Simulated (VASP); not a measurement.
Here is a VASP 6.6.1 calculation.

Contents of INCAR:

```
ALGO     = Normal         # electronic algorithm
EDIFF    = 1E-6           # SCF threshold, eV
ENCUT    = 520            # plane-wave cutoff, eV
GGA      = RE             # functional
ISIF     = 2              # what is computed and relaxed
ISMEAR   = -1             # smearing method
ISYM     = 0            
LASPH    = T              # aspherical terms in the spheres
LCHARG   = F              # write CHGCAR
LREAL    = F              # projectors in reciprocal space
LWAVE    = F              # write WAVECAR
NBANDS   = 16             # bands
NELM     = 60             # most SCF steps
PREC     = Accurate       # precision mode
SIGMA    = 0.1            # smearing width, eV
```

The input KPOINTS:

```
k-points
0
Gamma
  14 14 9
```

Contents of POSCAR:

```
Ir
1.0
   -2.5007804402      2.1463675007      1.3213340184
    2.1463675007     -2.5007804402      1.3213340184
    2.8628683852      2.8628683852     -1.9704419663
Ir
2
Direct
    0.9772476323      0.0227523677      1.0000000000
    0.7727523677      0.2272476323      0.5000000000
```

Potentials or basis: VASP PAW PBE potentials, release 64 (Ir).

Command:

```console
$ cat potpaw_PBE.64/Ir/POTCAR > POTCAR
$ mpirun -np 1 vasp_std > vasp.out
```

(1) Estimate the pressure.

(2) Estimate the largest force.

(3) Predict the band gap on the k mesh.

Results:

(1) 0.2 GPa.

(2) 0.025 eV/Å.

(3) zero (band 9 reaches 9.88 eV, above the bottom of band 10 at 7.21 eV).

Caveat: the PAW data sets were made with another functional, which shifts forces and pressure a little; spin-orbit coupling is left out, which moves the levels of the heavy elements.
